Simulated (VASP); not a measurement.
# Co (Fm-3m) in VASP: single point with PBE

Aim: the single point of Co with PBE.

All numbers are computed with VASP 6.6.1; they aren't measurements. Logs are shortened: lines on timing, memory, paths and dates and some standing lists are left out, and cuts for length are marked.

## 1. The cell of the first run

It takes space group Fm-3m (No. 225, cubic). The conventional cell has a = 3.520 Å, b = 3.520 Å, c = 3.520 Å, α = 90.00°, β = 90.00°, γ = 90.00°. Co (site symmetry m-3m) has 12 Co at 2.49 Å within 3.3 Å.

This isn't the form of Co at room conditions, which is hcp.

## 2. Single point, PBE, collinear spin, ferromagnetic start

POSCAR reads:

```
Co
1.0
    0.0000000000      1.7601741092      1.7601741092
    1.7601741092      0.0000000000      1.7601741092
    1.7601741092      1.7601741092      0.0000000000
Co
1
Direct
    0.0000000000      0.0000000000      0.0000000000
```

INCAR.step1 reads:

```
SYSTEM = Co
  ALGO = Normal
  EDIFF = 1E-6
  ENCUT = 520
  GGA = PE
  ISIF = 2
  ISMEAR = 0
  ISPIN = 2
  LASPH = .TRUE.
  LCHARG = .TRUE.
  LMAXMIX = 4
  LREAL = .FALSE.
  LWAVE = .FALSE.
  MAGMOM = 1.88
  NBANDS = 14
  NELM = 150
  PREC = Accurate
  SIGMA = 0.1
```

KPOINTS.step1 reads:

```
k-points
0
G
  20 20 20
  0 0 0
```

INCAR.step2 reads:

```
SYSTEM = Co
  ALGO = Normal
  EDIFF = 1E-6
  ENCUT = 520
  GGA = PE
  ICHARG = 11
  ISIF = 2
  ISMEAR = -5
  ISPIN = 2
  LASPH = .TRUE.
  LCHARG = .FALSE.
  LMAXMIX = 4
  LORBIT = 11
  LREAL = .FALSE.
  LWAVE = .FALSE.
  MAGMOM = 1.88
  NBANDS = 14
  NEDOS = 2001
  NELM = 150
  PREC = Accurate
  SIGMA = 0.1
```

KPOINTS.step2 reads:

```
k-points
0
G
  30 30 30
  0 0 0
```

Potentials or basis: VASP PAW PBE potentials, release 64 (Co).

Run with:

```console
$ cat potpaw_PBE.64/Co/POTCAR > POTCAR
$ cp INCAR.step1 INCAR
$ cp KPOINTS.step1 KPOINTS
$ mpirun -np 1 vasp_std > vasp.out
$ cp INCAR.step2 INCAR
$ cp KPOINTS.step2 KPOINTS
$ mpirun -np 1 vasp_std > vasp.out
```

OUTCAR:

```text
SYSTEM = Co
   EDIFF = 1E-6
   ENCUT = 520
   GGA = PE
   ICHARG = 11
   ISIF = 2
   ISMEAR = -5
   ISPIN = 2
   LASPH = .TRUE.
   LORBIT = 11
   LREAL = .FALSE.
   NELM = 150
   PREC = Accurate

 ion  position               nearest neighbor table
   1  0.000  0.000  0.000-

  LATTYP: Found a face centered cubic cell.
 ALAT       =     3.5203482184

  Lattice vectors:

 A1 = (   0.0000000000,   1.7601741092,   1.7601741092)
 A2 = (   1.7601741092,   0.0000000000,   1.7601741092)
 A3 = (   1.7601741092,   1.7601741092,   0.0000000000)

Analysis of symmetry for initial positions (statically):
=====================================================================
 Subroutine PRICEL returns:
 Original cell was already a primitive cell.

 Routine SETGRP: Setting up the symmetry group for a
 face centered cubic supercell.

 Subroutine GETGRP returns: Found 48 space group operations
 (whereof 48 operations were pure point group operations)
 out of a pool of 48 trial point group operations.

The static configuration has the point symmetry O_h .

Analysis of symmetry for dynamics (positions and initial velocities):
=====================================================================
 Subroutine PRICEL returns:
 Original cell was already a primitive cell.

 Routine SETGRP: Setting up the symmetry group for a
 face centered cubic supercell.

 Subroutine GETGRP returns: Found 48 space group operations
 (whereof 48 operations were pure point group operations)
 out of a pool of 48 trial point group operations.

The dynamic configuration has the point symmetry O_h .

Analysis of structural, dynamic, and magnetic symmetry:
=====================================================================
 Subroutine PRICEL returns:
 Original cell was already a primitive cell.

 Routine SETGRP: Setting up the symmetry group for a
 face centered cubic supercell.

 Subroutine GETGRP returns: Found 48 space group operations
 (whereof 48 operations were pure point group operations)
 out of a pool of 48 trial point group operations.

The overall configuration has the point symmetry O_h .

 Subroutine INISYM returns: Found 48 space group operations
 (whereof 48 operations are pure point group operations),
 and found     1 'primitive' translations

----------------------------------------------------------------------------------------

                                     Primitive cell

  volume of cell :      10.9068

[... 124 lines left out ...]

 number of electron       8.9999997 magnetization       1.6358527

 Free energy of the ion-electron system (eV)
  ---------------------------------------------------
  ext. energy  EPLUGINS =         0.00000000
  ---------------------------------------------------
  free energy    TOTEN  =        -7.01876533 eV

  energy without entropy =       -7.01876533  energy(sigma->0) =       -7.01876533

 E-fermi :  10.2874     XC(G=0): -13.3738

 val. band max:       10.2948797348   @ k =  -0.3000   0.3333   0.0333
 cond. band min:      10.2719267844   @ k =   0.2667   0.2667   0.0000
 fundamental gap:     -0.0229529504
 Fermi energy:        10.2873651564

 spin component 1

 k-point     1 :       0.0000    0.0000    0.0000
  band No.  band energies     occupation
      1       1.2946      1.00000
      2       7.5708      1.00000
      3       7.5708      1.00000
      4       7.5708      1.00000
      5       8.5965      1.00000
      6       8.5965      1.00000
      7      33.2753      0.00000
      8      37.5793      0.00000
      9      37.5793      0.00000
     10      37.5793      0.00000
     11      40.7619      0.00000
     12      40.7619      0.00000
     13      40.7619      0.00000
     14      43.3128      0.00000
[... 379 lines left out ...]
      3       7.7273      1.00000
      4       7.7534      1.00000
      5       8.7128      1.00000
      6       8.8583      1.00000
      7      24.6535      0.00000
      8      33.1935      0.00000
      9      34.6373      0.00000
     10      37.1171      0.00000
     11      39.5386      0.00000
     12      41.7662      0.00000
     13      42.6708      0.00000
     14      46.1789      0.00000

 [... further k-points ...]

 spin component 2

 k-point     1 :       0.0000    0.0000    0.0000
  band No.  band energies     occupation
      1       1.3103      1.00000
      2       9.1405      1.00000
      3       9.1405      1.00000
      4       9.1405      1.00000
      5      10.5890      0.00000
      6      10.5890      0.00000
      7      32.9553      0.00000
      8      37.7367      0.00000
      9      37.7367      0.00000
     10      37.7367      0.00000
     11      41.0620      0.00000
     12      41.0620      0.00000
     13      41.0620      0.00000
     14      42.9634      0.00000
[... 379 lines left out ...]
      3       9.4020      1.00000
      4       9.4206      1.00000
      5      10.5854      0.00000
      6      10.7740      0.00000
      7      25.0784      0.00000
      8      32.9988      0.00000
      9      34.9896      0.00000
     10      37.4279      0.00000
     11      39.7070      0.00000
     12      41.9313      0.00000
     13      42.7317      0.00000
     14      47.3227      0.00000

 [... further k-points ...]

------------------------ aborting loop because EDIFF is reached ----------------------------------------

  FORCE on cell =-STRESS in cart. coord.  units (eV):
  Direction    XX          YY          ZZ          XY          YZ          ZX
  --------------------------------------------------------------------------------------
  -------------------------------------------------------------------------------------
  Total       -0.0713255     -0.0713255     -0.0713255     -0.0000000      0.0000000      0.0000000
  in kB      -10.4775196    -10.4775196    -10.4775196     -0.0000000      0.0000000      0.0000000
  external PRESSURE =     -10.4775196 kB  Pullay stress =       0.0000000 kB

 VOLUME and BASIS-vectors are now :
 -----------------------------------------------------------------------------
  energy-cutoff  :      520.00
  volume of cell :       10.91
      direct lattice vectors                 reciprocal lattice vectors
     0.000000000  1.760174109  1.760174109    -0.284062808  0.284062808  0.284062808
     1.760174109  0.000000000  1.760174109     0.284062808 -0.284062808  0.284062808
     1.760174109  1.760174109  0.000000000     0.284062808  0.284062808 -0.284062808

 POSITION                                       TOTAL-FORCE (eV/Angst)
 -----------------------------------------------------------------------------------
      0.00000      0.00000      0.00000        -0.000000      0.000000      0.000000
 -----------------------------------------------------------------------------------
    total drift:                               -0.000000     -0.000000     -0.000000

  FREE ENERGIE OF THE ION-ELECTRON SYSTEM (eV)
  ---------------------------------------------------
  free  energy   TOTEN  =        -7.0187653296 eV

  energy  without entropy=       -7.0187653296  energy(sigma->0) =       -7.01876533

 total charge

# of ion       s       p       d       tot
------------------------------------------
    1        0.488   0.519   7.254   8.261

 magnetization (x)

# of ion       s       p       d       tot
------------------------------------------
    1       -0.012  -0.049   1.720   1.659
```

OSZICAR.step1:

```text
N       E                     dE             d eps       ncg     rms          rms(c)
DAV:   1     0.284009647925E+02    0.28401E+02   -0.37854E+03 14792   0.761E+02
DAV:   2    -0.683934779404E+01   -0.35240E+02   -0.32904E+02 15878   0.149E+02
DAV:   3    -0.804824669056E+01   -0.12089E+01   -0.12007E+01 17798   0.289E+01
DAV:   4    -0.805629683460E+01   -0.80501E-02   -0.80482E-02 17888   0.221E+00
DAV:   5    -0.805640891495E+01   -0.11208E-03   -0.11208E-03 18794   0.240E-01    0.104E+01
DAV:   6    -0.723062273803E+01    0.82579E+00   -0.12689E+01 19802   0.396E+01    0.480E+00
DAV:   7    -0.704014313497E+01    0.19048E+00   -0.14859E+00 17376   0.125E+01    0.259E+00
DAV:   8    -0.702948046421E+01    0.10663E-01   -0.13331E-02 18944   0.777E-01    0.128E+00
DAV:   9    -0.702258668986E+01    0.68938E-02   -0.72383E-03 21586   0.595E-01    0.303E-01
DAV:  10    -0.702233751157E+01    0.24918E-03   -0.14762E-03 20610   0.256E-01    0.122E-01
DAV:  11    -0.702239060527E+01   -0.53094E-04   -0.37027E-05 17436   0.442E-02    0.457E-02
DAV:  12    -0.702239299828E+01   -0.23930E-05   -0.24140E-06 16424   0.137E-02    0.198E-02
DAV:  13    -0.702239373194E+01   -0.73366E-06   -0.20572E-06 12980   0.901E-03
   1 F= -.70223937E+01 E0= -.70194062E+01  d E =-.597515E-02  mag=     1.6359
```

Wall time 1.7 min (1 thread of AMD EPYC 9R45 (Zen 5), shared host); peak memory 0.25 GiB.

What came out:

```yaml
Net_moment: 1.64 μB per cell
Site_moments: Co +1.66 μB
Valence_electrons_inside_the_program's_atomic_spheres: Co 8.26
```

Caveat: tetrahedron occupations give inexact forces and stress in metals.
